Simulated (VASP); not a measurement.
Here is a VASP 6.6.1 calculation.

The input INCAR:

```
ALGO     = Normal         # electronic algorithm
EDIFF    = 1E-6           # SCF threshold, eV
EDIFFG   = -0.01          # ionic threshold
ENCUT    = 600            # plane-wave cutoff, eV
GGA      = PE             # functional
IBRION   = 2              # ionic algorithm
ISIF     = 4              # what is computed and relaxed
ISMEAR   = 0              # smearing method
IVDW     = 12             # dispersion correction
LASPH    = T              # aspherical terms in the spheres
LCHARG   = F              # write CHGCAR
LREAL    = F              # projectors in reciprocal space
LWAVE    = F              # write WAVECAR
NELM     = 100            # most SCF steps
NSW      = 50             # ionic steps
PREC     = Accurate       # precision mode
SIGMA    = 0.1            # smearing width, eV
```

Contents of KPOINTS:

```
k-points
0
Gamma
  15 15 15
```

POSCAR

```
As
1.0
    1.8382962435      1.0613408310      3.1408347162
   -1.8382962435      1.0613408310      3.1408347162
    0.0000000000     -2.1226816621      3.1408347162
As
2
Direct
    0.7653741710      0.7653741710      0.7653741710
    0.2346258290      0.2346258290      0.2346258290
```

Potentials or basis: VASP PAW PBE potentials, release 64 (As).

Launch:

```console
$ cat potpaw_PBE.64/As/POTCAR > POTCAR
$ mpirun -np 1 vasp_std > vasp.out
```

**Question.** Estimate the band gap on the k mesh.

**Answer.** Zero (bands 5 and 6 overlap by 0.61 eV).

**Question.** What does it give for the dispersion energy per atom?

**Answer.** -0.493 eV.

Step by step:
| step | energy change (eV) | largest force (eV/Å) | pressure (GPa) | volume (Å³) |
| --- | --- | --- | --- | --- |
| 1 | 0.0000 | 0.2525 | 10.71 | 36.77 |
| 2 | -0.0044 | 0.0783 | 10.03 | 36.77 |
| 3 | -0.0050 | 0.0171 | 9.65 | 36.77 |
| 4 | -0.0050 | 0.0123 | 9.67 | 36.77 |
| 5 | -0.0052 | 0.0046 | 9.64 | 36.77 |
| 6 | -0.0053 | 0.0024 | 9.61 | 36.77 |
